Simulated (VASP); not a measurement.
## H9ClO4: single point with r2SCAN+D3(BJ)

System: H9ClO4.

```xyz
14
Lattice="6.0578 0.0000 0.0000 0.0000 6.0578 0.0000 0.0000 0.0000 6.0578" Properties=species:S:1:pos:R:3 pbc="T T T"
O     2.4783    0.1608    1.3530
O     3.2464    2.7913    5.9131
O     0.6522    2.1175    2.3848
O     4.9652    7.0784    4.8218
H     2.0566   -0.5343    0.7025
H     1.7847    0.6750    1.8092
H     3.9095    2.1905    5.6635
H     2.5658    2.2480    6.4846
H     1.3774    2.6798    2.7418
H     0.3996    1.7955    3.2518
H     4.5524    6.5528    4.1906
H     5.5016    6.4841    5.4884
H     2.5458    3.8336    5.1241
Cl    1.7371    4.7406    4.3587
```

```yaml
Program: VASP 6.6.1
Task: single point
Functional: r2SCAN
Dispersion: D3(BJ)
Potentials_or_basis: VASP PAW PBE potentials, release 64 (O, H, Cl)
Cutoff: 520 eV
k_mesh: 1 × 1 × 1
Occupations: fermi-dirac, width 0.02 eV
Spin: no spin polarisation
Dipole_correction: no
Further_INCAR_settings: ALGO = Normal; EDIFF = 1e-07; NBANDS = 33
```

```
Pressure                   : -2.0 GPa
Largest force              : 5.029 eV/Å
Dispersion energy per atom : -0.014 eV
```

Forces in eV/Å, atoms in the order of the input:
```
O   -0.628 -1.471 -1.777
O   -4.270  1.049  2.440
O    1.366  0.451  0.507
O    3.089  0.452  3.798
H    0.900  2.180  1.898
H   -0.314 -0.381 -0.284
H    1.901 -1.852 -1.072
H    1.971  1.134 -1.559
H   -0.286  0.268 -0.832
H   -1.089 -0.691  0.493
H   -1.217 -1.973 -1.687
H   -1.729  1.441 -2.200
H   -0.257 -0.015 -0.388
Cl   0.564 -0.590  0.664
```

Stress tensor (GPa, compression positive):
```
-1.37 -0.21 -1.49
-0.21 -2.04  1.55
-1.49  1.55 -2.59
```

Levels at points of the mesh, in eV from the Fermi level:
```tsv
k point	band 17	band 18	band 19	band 20	band 21	band 22	band 23	band 24
(0.00, 0.00, 0.00)	-1.48	-1.30	-1.07	-0.52	4.56	7.65	8.02	8.18
```

Wall time 80 s on 1 thread of Intel(R) Xeon(R) Platinum 8259CL CPU @ 2.50GHz (Skylake/Cascade Lake), with other jobs on the host, peak memory 0.33 GiB.

Caveat: the k points lie up to 1.04 Å⁻¹ apart, too coarse for converged energies, forces and pressures; the atoms stand as in a frame of molecular dynamics; the PAW data sets were made with another functional, which shifts forces and pressure a little.
